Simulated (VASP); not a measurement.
# Fe (P6_3/mmc) in VASP: single point with r2SCAN

Aim: the single point of Fe with r2SCAN.

Program: VASP 6.6.1. These are calculated values, not measurements. Logs are shortened: lines on timing, memory, paths and dates and some standing lists are left out, and cuts for length are marked.

### Step 1. The cell of the first run

The structure is hexagonal, space group P6_3/mmc (No. 194). The conventional cell has a = 2.623 Å, b = 2.623 Å, c = 8.811 Å, α = 90.00°, β = 90.00°, γ = 120.00°. Fe (site symmetry -3m) has 12 Fe at 2.62 to 2.67 Å within 3.5 Å. Within 3.5 Å of Fe (site symmetry -6m2) lie 12 Fe at 2.62 to 2.67 Å.

This isn't the form of Fe at room conditions, which is bcc.

### Step 2. Single point, r2SCAN, collinear spin, ferromagnetic start (13.12 Å³/atom)

POSCAR reads:

```
Fe
1.0
    2.6229680032      0.0000000000      0.0000000000
   -1.3114840016      2.2715569241      0.0000000000
    0.0000000000      0.0000000000      8.8109212390
Fe
4
Direct
    1.0000000000      1.0000000000      0.0000000000
    0.0000000000      0.0000000000      0.5000000000
    0.3333333333      0.6666666667      0.2500000000
    0.6666666667      0.3333333333      0.7500000000
```

INCAR.step1 reads:

```
ALGO     = Normal         # electronic algorithm
EDIFF    = 1E-4           # SCF threshold, eV
ENCUT    = 520            # plane-wave cutoff, eV
GGA      = PE             # functional
ISMEAR   = -1             # smearing method
ISPIN    = 2              # spin polarisation
LASPH    = True           # aspherical terms in the spheres
LCHARG   = False          # write CHGCAR
LMAXMIX  = 4              # l up to which the mixer works
LREAL    = False          # projectors in reciprocal space
LWAVE    = True           # write WAVECAR
MAGMOM   = 2.92 2.92 2.925 2.925 # initial moments
NBANDS   = 28             # bands
NELM     = 150            # most SCF steps
PREC     = Accurate       # precision mode
SIGMA    = 0.05           # smearing width, eV
```

INCAR.step2 reads:

```
ALGO     = Normal         # electronic algorithm
EDIFF    = 1E-6           # SCF threshold, eV
ENCUT    = 520            # plane-wave cutoff, eV
ISIF     = 2              # what is computed and relaxed
ISMEAR   = -1             # smearing method
ISPIN    = 2              # spin polarisation
ISTART   = 1            
LASPH    = True           # aspherical terms in the spheres
LCHARG   = True           # write CHGCAR
LELF     = True           # ELF
LMAXMIX  = 4              # l up to which the mixer works
LMIXTAU  = True         
LORBIT   = 11             # projections on sites
LREAL    = False          # projectors in reciprocal space
LVHAR    = True         
LWAVE    = False          # write WAVECAR
MAGMOM   = 2.92 2.92 2.925 2.925 # initial moments
METAGGA  = R2SCAN         # meta-GGA
NBANDS   = 28             # bands
NELM     = 150            # most SCF steps
PREC     = Accurate       # precision mode
SIGMA    = 0.05           # smearing width, eV
```

KPOINTS reads:

```
k-points
0
Gamma
  16 16 4
```

Potentials or basis: VASP PAW PBE potentials, release 64 (Fe).

Started as:

```console
$ cat potpaw_PBE.64/Fe/POTCAR > POTCAR
$ cp INCAR.step1 INCAR
$ mpirun -np 1 vasp_std > vasp.out
$ cp INCAR.step2 INCAR
$ mpirun -np 1 vasp_std > vasp.out
```

OUTCAR:

```text
EDIFF = 1E-6
   ENCUT = 520
   ISIF = 2
   ISMEAR = -1
   ISPIN = 2
   ISTART = 1
   LASPH = True
   LORBIT = 11
   LREAL = False
   METAGGA = R2SCAN
   NELM = 150
   PREC = Accurate

 ion  position               nearest neighbor table
   1  0.000  0.000  0.000-   3 2.67   4 2.67   4 2.67   3 2.67   4 2.67   3 2.67
   2  0.000  0.000  0.500-   3 2.67   4 2.67   4 2.67   3 2.67   4 2.67   3 2.67
   3  0.333  0.667  0.250-   1 2.67   2 2.67   1 2.67   2 2.67   1 2.67   2 2.67
   4  0.667  0.333  0.750-   1 2.67   2 2.67   1 2.67   2 2.67   1 2.67   2 2.67

  LATTYP: Found a hexagonal cell.
 ALAT       =     2.6229680032
 C/A-ratio  =     3.3591417159

  Lattice vectors:

 A1 = (   2.6229680032,   0.0000000000,   0.0000000000)
 A2 = (  -1.3114840016,   2.2715569241,   0.0000000000)
 A3 = (   0.0000000000,   0.0000000000,   8.8109212390)

Analysis of symmetry for initial positions (statically):
=====================================================================
 Subroutine PRICEL returns:
 Original cell was already a primitive cell.

 Routine SETGRP: Setting up the symmetry group for a
 hexagonal supercell.

 Subroutine GETGRP returns: Found 24 space group operations
 (whereof 12 operations were pure point group operations)
 out of a pool of 24 trial point group operations.

The static configuration has the point symmetry D_3d.
 The point group associated with its full space group is D_6h.

Analysis of symmetry for dynamics (positions and initial velocities):
=====================================================================
 Subroutine PRICEL returns:
 Original cell was already a primitive cell.

 Routine SETGRP: Setting up the symmetry group for a
 hexagonal supercell.

 Subroutine GETGRP returns: Found 24 space group operations
 (whereof 12 operations were pure point group operations)
 out of a pool of 24 trial point group operations.

The dynamic configuration has the point symmetry D_3d.
 The point group associated with its full space group is D_6h.

Analysis of structural, dynamic, and magnetic symmetry:
=====================================================================
 Subroutine PRICEL returns:
 Original cell was already a primitive cell.

 Routine SETGRP: Setting up the symmetry group for a
 hexagonal supercell.

 Subroutine GETGRP returns: Found 24 space group operations
 (whereof 12 operations were pure point group operations)
 out of a pool of 24 trial point group operations.

The overall configuration has the point symmetry D_3d.
 The point group associated with its full space group is D_6h.

 Subroutine INISYM returns: Found 24 space group operations
 (whereof 12 operations are pure point group operations),
 and found     1 'primitive' translations

----------------------------------------------------------------------------------------

                                     Primitive cell

  volume of cell :      52.4974

  direct lattice vectors                    reciprocal lattice vectors
     2.622968003  0.000000000  0.000000000     0.381247502  0.220113348  0.000000000
    -1.311484002  2.271556924  0.000000000     0.000000000  0.440226696  0.000000000
     0.000000000  0.000000000  8.810921239     0.000000000  0.000000000  0.113495510

  length of vectors
     2.622968003  2.622968003  8.810921239     0.440226696  0.440226696  0.113495510

  position of ions in fractional coordinates (direct lattice)
     0.000000000  0.000000000  0.000000000
     0.000000000  0.000000000  0.500000000
     0.333333333  0.666666667  0.250000000
     0.666666667  0.333333333  0.750000000

  ion indices of the primitive-cell ions
   primitive index   ion index
                 1           1
                 2           2
                 3           3
                 4           4

----------------------------------------------------------------------------------------

 KPOINTS: k-points

Automatic generation of k-mesh.
 Grid dimensions read from file:
 generate k-points for:   16   16    4

 Generating k-lattice:

  Cartesian coordinates                     Fractional coordinates (reciprocal lattice)
     0.023827969  0.013757084  0.000000000     0.062500000 -0.000000000  0.000000000
     0.000000000  0.027514169  0.000000000     0.000000000  0.062500000  0.000000000
     0.000000000  0.000000000  0.028373878     0.000000000  0.000000000  0.250000000

  Length of vectors
     0.027514169  0.027514169  0.028373878

  Shift w.r.t. Gamma in fractional coordinates (k-lattice)
     0.000000000  0.000000000  0.000000000

 Subroutine IBZKPT returns following result:
 ===========================================

 Found     90 irreducible k-points:

 Following reciprocal coordinates:
            Coordinates               Weight
  0.000000  0.000000  0.000000      1.000000
  0.062500 -0.000000  0.000000      6.000000
  0.125000 -0.000000  0.000000      6.000000
  0.187500  0.000000  0.000000      6.000000
  0.250000 -0.000000  0.000000      6.000000
  0.312500  0.000000  0.000000      6.000000
[... 16 lines left out ...]
  0.187500  0.187500  0.000000      6.000000
  0.250000  0.187500  0.000000     12.000000
 [... further k-points ...]
   k-points           NKPTS =     90   k-points in BZ     NKDIM =     90   number of bands    NBANDS=     28
   number of dos      NEDOS =    301   number of ions     NIONS =      4
   total plane-waves  NPLWV =  28000
   dimension x,y,z NGX =    20 NGY =   20 NGZ =   70
   dimension x,y,z NGXF=    40 NGYF=   40 NGZF=  140
   ions per type =               4
   NGX,Y,Z   is equivalent  to a cutoff of  12.68, 12.68, 13.21 a.u.
   NGXF,Y,Z  is equivalent  to a cutoff of  25.35, 25.35, 26.42 a.u.
 SYSTEM =  unknown system
   PREC   = accura    normal or accurate (medium, high low for compatibility)
   ISTART =      1    job   : 0-new  1-cont  2-samecut
   ICHARG =      0    charge: 1-file 2-atom 10-const
   ISPIN  =      2    spin polarized calculation?
   LNONCOLLINEAR =      F non collinear calculations
   LSORBIT =      F    spin-orbit coupling
   LASPH  =      T    aspherical Exc in radial PAW
   ENCUT  =  520.0 eV  38.22 Ry    6.18 a.u.   4.88  4.88 16.38*2*pi/ulx,y,z
   NELM   =    150;   NELMIN=  2; NELMDL=  0     # of ELM steps
   EDIFF  = 0.1E-05   stopping-criterion for ELM
   LREAL  =      F    real-space projection
   EDIFFG = 0.1E-04   stopping-criterion for IOM
   NSW    =      0    number of steps for IOM
   IBRION =     -1    ionic relax: 0-MD 1-quasi-New 2-CG
   NFREE  =      0    steps in history (QN), initial steepest desc. (CG)
   ISIF   =      2    stress and relaxation
   ISYM   =      2    0-nonsym 1-usesym 2-fastsym
   POTIM  = 0.5000    time-step for ionic-motion
   TEBEG  =    0.0;   TEEND  =   0.0 temperature during run
   PSTRESS=    0.0 pullay stress
   NELECT =      32.0000    total number of electrons
   NUPDOWN=      -1.0000    fix difference up-down
   EMIN   =  10.00;   EMAX   =-10.00  energy-range for DOS
   EFERMI =   0.00;   METHOD = LEGACY
   ISMEAR =    -1;   SIGMA  =   0.05  broadening in eV -4-tet -1-fermi 0-gaus
   EFERMI_NEDOS =   21; number of points for ismear=-14 and -15
   IALGO  =     38    algorithm
   IMIX   =      4    mixing-type and parameters
     AMIX     =   0.40;   BMIX     =  1.00
     AMIX_MAG =   1.60;   BMIX_MAG =  1.00
  volume/ion in A,a.u.               =      13.12        88.57
  Fermi-wavevector in a.u.,A,eV,Ry     =   1.388073  2.623077 26.214964  1.926746
  Thomas-Fermi vector in A             =   2.512233
   LORBIT       =     11    0 simple, 1 ext, 2 COOP (PROOUT), +10 PAW based schemes
   METAGGA = R2SCAN    functional components
   LHFCALC =     F    Hartree Fock is set to
   AEXX    =    0.0000 exact exchange contribution
   IVDW    =     0    specifies the selected vdW correction
   LEPSILON=     F    determine dielectric tensor
   LRPA    =     F    only Hartree local field effects (RPA)
 spin polarized calculation
  energy-cutoff  :      520.00
  volume of cell :       52.50
 maximum number of plane-waves:      1449
 NGX is ok and might be reduce to    20
   NGX =  9   NGY =  9   NGZ = 33

 number of electron      31.9999997 magnetization      11.4302667

 Free energy of the ion-electron system (eV)
  ---------------------------------------------------
  ext. energy  EPLUGINS =         0.00000000
  ---------------------------------------------------
  free energy    TOTEN  =       -56.78824932 eV

  energy without entropy =      -56.75832787  energy(sigma->0) =      -56.77328860

 E-fermi :   5.1046     XC(G=0): -13.3427

 val. band max:        5.1021397703   @ k =   0.4375   0.0625   0.0000
 cond. band min:       5.1171169751   @ k =   0.4375   0.1250   0.2500
 fundamental gap:      0.0149772048
 Fermi energy:         5.1045877135

 spin component 1

 k-point     1 :       0.0000    0.0000    0.0000
  band No.  band energies     occupation
      1      -3.4881      1.00000
      2      -1.6002      1.00000
      3      -1.5530      1.00000
      4      -0.3762      1.00000
      5       1.3724      1.00000
      6       1.4750      1.00000
[... 20 lines left out ...]
     27      17.3336      0.00000
     28      25.7811      0.00000

 k-point     2 :       0.0625   -0.0000    0.0000
  band No.  band energies     occupation
      1      -3.3598      1.00000
      2      -1.4897      1.00000
      3      -1.4432      1.00000
      4      -0.2961      1.00000
      5       1.2785      1.00000
      6       1.4111      1.00000
[... 674 lines left out ...]
 k-point    24 :       0.2500    0.1875    0.0000
  band No.  band energies     occupation
      1      -0.0142      1.00000
      2       0.0088      1.00000
      3       0.1361      1.00000
      4       0.3542      1.00000
      5       0.5186      1.00000
      6       0.7694      1.00000
[... 20 lines left out ...]
     27      14.6947      0.00000
     28      15.1752      0.00000

 [... further k-points ...]

 spin component 2

 k-point     1 :       0.0000    0.0000    0.0000
  band No.  band energies     occupation
      1      -3.9500      1.00000
      2      -1.8496      1.00000
      3      -1.8336      1.00000
      4       1.2702      1.00000
      5       3.8393      1.00000
      6       4.1043      1.00000
[... 20 lines left out ...]
     27      18.4862      0.00000
     28      25.2064      0.00000

 k-point     2 :       0.0625   -0.0000    0.0000
  band No.  band energies     occupation
      1      -3.8171      1.00000
      2      -1.7292      1.00000
      3      -1.7133      1.00000
      4       1.3746      1.00000
      5       3.7621      1.00000
      6       4.1045      1.00000
[... 674 lines left out ...]
 k-point    24 :       0.2500    0.1875    0.0000
  band No.  band energies     occupation
      1       0.2986      1.00000
      2       1.5892      1.00000
      3       1.6067      1.00000
      4       3.1282      1.00000
      5       3.1316      1.00000
      6       3.3887      1.00000
[... 20 lines left out ...]
     27      15.9330      0.00000
     28      16.5916      0.00000

 [... further k-points ...]
[... 5 lines left out ...]
  --------------------------------------------------------------------------------------
  -------------------------------------------------------------------------------------
  Total       -3.8680445     -3.8680445     -3.5566592      0.0000000      0.0000000     -0.0000000
  in kB     -118.0494879   -118.0494879   -108.5462698      0.0000000      0.0000000     -0.0000000
  external PRESSURE =    -114.8817485 kB  Pullay stress =       0.0000000 kB

 VOLUME and BASIS-vectors are now :
 -----------------------------------------------------------------------------
  energy-cutoff  :      520.00
  volume of cell :       52.50
      direct lattice vectors                 reciprocal lattice vectors
     2.622968003  0.000000000  0.000000000     0.381247502  0.220113348  0.000000000
    -1.311484002  2.271556924  0.000000000     0.000000000  0.440226696  0.000000000
     0.000000000  0.000000000  8.810921239     0.000000000  0.000000000  0.113495510

 POSITION                                       TOTAL-FORCE (eV/Angst)
 -----------------------------------------------------------------------------------
      0.00000      0.00000      0.00000        -0.000000      0.000000      0.000000
      0.00000      0.00000      4.40546        -0.000000      0.000000      0.000000
     -0.00000      1.51437      2.20273         0.000000      0.000000     -0.000000
      1.31148      0.75719      6.60819        -0.000000      0.000000     -0.000000
 -----------------------------------------------------------------------------------
    total drift:                                0.000000     -0.000000      0.000000

  FREE ENERGIE OF THE ION-ELECTRON SYSTEM (eV)
  ---------------------------------------------------
  free  energy   TOTEN  =       -56.7882493222 eV

  energy  without entropy=      -56.7583278743  energy(sigma->0) =      -56.77328860

 total charge

# of ion       s       p       d       tot
------------------------------------------
    1        0.452   0.470   6.083   7.005
    2        0.452   0.470   6.083   7.005
    3        0.449   0.475   6.078   7.002
    4        0.449   0.475   6.078   7.002
--------------------------------------------------
tot          1.802   1.890  24.322  28.014

 magnetization (x)

# of ion       s       p       d       tot
------------------------------------------
    1       -0.007  -0.079   3.013   2.928
    2       -0.007  -0.079   3.013   2.928
    3       -0.007  -0.084   3.022   2.931
    4       -0.007  -0.084   3.022   2.931
--------------------------------------------------
tot         -0.028  -0.326  12.071  11.717
```

Wall time 8.4 min (1 thread of Intel Xeon 6975P-C (Granite Rapids), shared host); peak memory 0.32 GiB.

What came out:

| Item | Value |
| --- | --- |
| Free energy | -56.7882 eV |
| Pressure | -11.5 GPa |
| Net moment | 11.43 μB per cell |
| Site moments | Fe +2.93 μB |
| Valence electrons inside the program's atomic spheres | Fe 7.00 |

Caveat: the cell stands under tension; the PAW data sets were made with another functional, which shifts forces and pressure a little.
